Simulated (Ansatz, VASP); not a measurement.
## One calculation of HfO2, two programs

File INCAR:

```
ALGO = Normal ; EDIFF = 1E-6
ENCUT = 520 ; GGA = PE
ISIF = 2 ; ISMEAR = -1
LASPH = True ; LCHARG = False
LREAL = False ; LWAVE = False
NBANDS = 31 ; NELM = 60
PREC = Accurate ; SIGMA = 0.02
```

File KPOINTS:

```
k-points
0
Gamma
  8 8 6
```

POSCAR

```
HfO2
1.0
    3.5766926651      0.0000000000      0.0000000000
    0.0000000000      3.5766926651      0.0000000000
    0.0000000000      0.0000000000      5.0981799188
Hf O
2 4
Direct
    0.5000000000      0.5000000000      0.5000000000
    0.0000000000      0.0000000000      0.0000000000
    0.0000000000      0.5000000000      0.7025603724
    0.5000000000      0.0000000000      0.7974396276
    0.5000000000      0.0000000000      0.2974396276
    0.0000000000      0.5000000000      0.2025603724
```

Input for Ansatz:

```yaml
crystal:
  lattice:
    - [3.5766926651, 0.0, 0.0]
    - [0.0, 3.5766926651, 0.0]
    - [0.0, 0.0, 5.0981799188]
  atoms:
    - { symbol: Hf, position: [0.5, 0.5, 0.5] }
    - { symbol: Hf, position: [0.0, 0.0, 0.0] }
    - { symbol: O, position: [0.0, 0.5, 0.7025603724] }
    - { symbol: O, position: [0.5, 0.0, 0.7974396276] }
    - { symbol: O, position: [0.5, 0.0, 0.2974396276] }
    - { symbol: O, position: [0.0, 0.5, 0.2025603724] }
kpoints:
  mp_grid: { grid: [8, 8, 6] }
  band_path:
    path:
      - [0.0, 0.0, 0.0]
      - [0.0, 0.5, 0.0]
      - [0.5, 0.5, 0.0]
      - [0.0, 0.0, 0.5]
      - [0.0, 0.5, 0.5]
      - [0.5, 0.5, 0.5]
      - [0.192708, 0.192708, 0.0]
    npoints: 1
hamiltonian:
  xc: pbe
scf:
  occupations: { method: fermi_dirac, width: 0.02 }
  n_extra_bands: 5
output:
  forces: true
  stress: true
  eigenvalues: true
  write_density: true
  write_potential: true
  elf: true
  volumetric_format: npy
```

Change from the starting cell: uniaxial_z strain -2.0%.

Alike in both runs: task single point; functional PBE; k mesh 8 × 8 × 6; occupations fermi-dirac, width 0.02 eV; no spin polarisation.

```csv
,VASP,Ansatz
version,VASP 6.6.1,Ansatz 0.2.0
potentials or method,"VASP PAW PBE potentials, release 64 (Hf_pv, O)","plane waves, PAW"
plane-wave cutoff (eV),520,420
valence electrons in the cell,44,76
```

Ansatz gave:

* gap on the k mesh at the Fermi level (eV): 4.58
* pressure (GPa): 9.3
* traceless stress, the component that is largest in VASP (GPa): 3.26
* rms of the force components (eV/Å): 0.032

Estimate VASP's values.

gap on the k mesh at the Fermi level (eV): 4.55; pressure (GPa): 5.7; traceless stress, the component that is largest in VASP (GPa): 3.40; rms of the force components (eV/Å): 0.015.

Atom by atom the forces differ by 0.017 eV/Å (rms over components). VASP's potentials hold 44 valence electrons a cell and Ansatz's 76, so a difference there can come from the potentials and not from the codes.

Neither program's run includes spin-orbit coupling.
